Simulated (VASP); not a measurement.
Write the native input for VASP 6.6.1 that does the following.

| Item | Value |
| --- | --- |
| Task | single point |
| Functional | PBE |
| Potentials or basis | VASP PAW PBE potentials, release 64 (C, O) |
| Cutoff | 520 eV |
| k mesh | 4 × 4 × 4 |
| Occupations | gaussian, width 0.05 eV |
| Spin | no spin polarisation |
| Dipole correction | no |
| Further INCAR settings | ALGO = Normal; EDIFF = 1e-06; NBANDS = 44 |

The structure of CO2 lies in POSCAR:

```
CO2
1.0
    6.0577362522      0.0000000000     -0.9086604378
    0.0000000000      6.0577362522      0.0000000000
   -0.9086604378      0.0000000000      6.0577362522
C O
4 8
Direct
    0.0000000000      0.0000000000      0.0000000000
    0.5000000000      0.0000000000      0.5000000000
    0.5000000000      0.5000000000      0.0000000000
    0.0000000000      0.5000000000      0.5000000000
    0.1114834447      0.1114834447      0.1114834447
    0.3885165553      0.8885165553      0.6114834447
    0.6114834447      0.3885165553      0.8885165553
    0.8885165553      0.6114834447      0.3885165553
    0.8885165553      0.8885165553      0.8885165553
    0.6114834447      0.1114834447      0.3885165553
    0.3885165553      0.6114834447      0.1114834447
    0.1114834447      0.3885165553      0.6114834447
```

This cell differs from its parent crystal: engineering shear strain xz -0.3000, normal strain along z +0.0000.

These files were run (other wordings do the same):

INCAR

```
PREC = Accurate
ENCUT = 520
EDIFF = 1E-6
ISMEAR = 0
SIGMA = 0.05
LREAL = F
LASPH = T
NELM = 60
ALGO = Normal
ISIF = 2
LWAVE = F
LCHARG = F
GGA = PE
NBANDS = 44
```

KPOINTS

```
regular mesh
0
Gamma
  4 4 4
```

Potentials or basis: VASP PAW PBE potentials, release 64 (C, O).

Launch:

```sh
$ cat potpaw_PBE.64/C/POTCAR potpaw_PBE.64/O/POTCAR > POTCAR
$ mpirun -np 1 vasp_std > vasp.out
```

It gave:

| Quantity | Value |
| --- | --- |
| Pressure | 9.6 GPa |
| Largest force | 18.663 eV/Å |
| Band gap on the k mesh | 6.10 eV |

Caveat: the cell differs from its parent crystal (engineering shear strain xz -0.3000, normal strain along z +0.0000); the cell stands under pressure; this functional lacks dispersion, which holds the molecules together, so the pressure and a relaxed volume are unreliable; forces of over 1 eV/Å act on the atoms, so gaps and moduli don't describe the material at rest.

Wall time 2.7 min on 1 thread of Intel(R) Xeon(R) 6975P-C (Granite Rapids) (shared host), peak memory 0.42 GiB.
